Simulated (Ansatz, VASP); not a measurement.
## Two plane-wave programs on MgS

```
Mg S
1.0
     0.00000    2.82577    2.82577
     2.82577    0.00000    2.82577
     2.82577    2.82577    0.00000
Mg S
1 1
Cartesian
  0.0000 0.0000 0.0000
  1.4129 1.4129 1.4129
```

Alike in both runs: functional PBEsol; k mesh 8 × 8 × 8; occupations gaussian, width 0.02 eV; no spin polarisation.

Ansatz relaxed the structure, and its values are those at the end. VASP's run is a single point on that final structure, the one shown.

|  | VASP | Ansatz |
| --- | --- | --- |
| version | VASP 6.6.1 | Ansatz 0.2.0 |
| potentials or method | VASP PAW PBE potentials, release 64 (Mg, S), cutoff 600 eV | scalar-relativistic, plane waves, PAW |
| valence electrons in the cell | 8 | 16 |

```tsv
	VASP	Ansatz	Ansatz less VASP
gap on the k mesh at the Fermi level (eV)	3.32	3.32	-0.002
least direct gap on the mesh (eV)	3.32	3.32	-0.002
pressure (GPa)	-0.1	0.0	+0.07
```

VASP's potentials were made for PBE, not for PBEsol, and Ansatz warns of the same on its side. VASP's potentials hold 8 valence electrons a cell and Ansatz's 16, so a difference there can come from the potentials and not from the codes.
